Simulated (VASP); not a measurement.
PrW2I2: single point with PBE

The system is PrW2I2.

```
Pr W I
1.0
     4.71040    0.00000    0.00000
     0.00000    4.71040    0.00000
     0.00000    0.00000   10.62739
Pr W I
2 4 4
Direct
  0.50000 0.00000 0.25112
  0.00000 0.50000 0.74888
  0.00000 0.00000 0.00000
  0.50000 0.50000 0.00000
  0.50000 0.00000 0.62461
  0.00000 0.50000 0.37539
  0.00000 0.00000 0.50000
  0.50000 0.50000 0.50000
  0.50000 0.00000 0.87189
  0.00000 0.50000 0.12811
```

The cell was built from a structure type or drawn by symmetry, and may not be a known phase.

| Item | Value |
| --- | --- |
| Program | VASP 6.6.1 |
| Task | single point |
| Functional | PBE |
| Potentials or basis | VASP PAW PBE potentials, release 64 (Pr_3, W_sv, I), 4f in core |
| Cutoff | 500 eV |
| k mesh | 3 × 3 × 2 |
| Occupations | gaussian, width 0.2 eV |
| Spin | no spin polarisation |
| Dipole correction | no |
| Mended | yes |
| Further INCAR settings | ALGO = Normal; EDIFF = 1e-06; NBANDS = 64 |

| Property | Result |
| --- | --- |
| Pressure | 0.0 GPa |
| Largest force | 0.045 eV/Å |
| Band gap on the k mesh | zero (bands 53 and 54 overlap by 0.38 eV) |

Forces in eV/Å, atoms in the order of the input:
```
Pr   0.000  0.000  0.045
Pr   0.000  0.000 -0.045
W    0.000  0.000  0.000
W    0.000  0.000  0.000
W    0.000  0.000 -0.045
W    0.000  0.000  0.045
I    0.000  0.000  0.000
I    0.000  0.000  0.000
I    0.000  0.000  0.015
I    0.000  0.000 -0.015
```

Stress tensor (GPa, compression positive):
```
-0.06  0.00  0.00
 0.00 -0.06  0.00
 0.00  0.00  0.06
```

Levels at points of the mesh, in eV from the Fermi level:
```
           k point  band 51  band 52  band 53  band 54  band 55  band 56
(0.00, 0.00, 0.00)     0.30     0.30     0.31     0.45     0.45     0.71
(0.00, 0.00, 0.50)    -0.21    -0.03    -0.03     0.69     0.76     0.86
```

It took 56 s on 1 thread of AMD EPYC 9R45 96-Core Processor (Zen 5), with other jobs on the host, peak memory 0.31 GiB.

Caveat: the k points lie up to 0.44 Å⁻¹ apart; spin-orbit coupling is left out, which moves the levels of the heavy elements; the 4f electrons are frozen in the core, so they carry no moment and show no levels; the run has no spin polarisation, though such a crystal can be magnetic. Spin polarisation is off, so any magnetic state and its effect on volume and gap are missing.
